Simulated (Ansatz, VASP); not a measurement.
## Yb in VASP and in Ansatz

```xyz
1
Lattice="-2.1224 2.1224 2.1224 2.1224 -2.1224 2.1224 2.1224 2.1224 -2.1224" Properties=species:S:1:pos:R:3 pbc="T T T"
Yb    0.0000    0.0000    0.0000
```

Change from the starting cell: volume scaled by 0.96.

Alike in both runs: task single point; functional PBE; k mesh 9 × 9 × 9; occupations fermi-dirac, width 0.05 eV; collinear spin.

|  | VASP | Ansatz |
| --- | --- | --- |
| version | VASP 6.6.1 | Ansatz 0.2.0 |
| potentials or method | VASP PAW PBE potentials, release 64 (Yb), cutoff 520 eV | all-electron LAPW, scalar-relativistic |

|  | VASP | Ansatz | Ansatz less VASP |
| --- | --- | --- | --- |
| gap on the k mesh at the Fermi level (eV) | none | none | - |
| pressure (GPa) | -1.7 | -1.7 | +0.05 |
| net moment per atom (μB) | 0.00 | 0.00 | 0.000 |

A gap of «none» marks a metal or a gap that the smearing closes. Ansatz ran all-electron here, and VASP with PAW potentials.

Neither program's run includes spin-orbit coupling. Noted on Ansatz's run: the open f shell may have settled in a state that isn't the lowest.
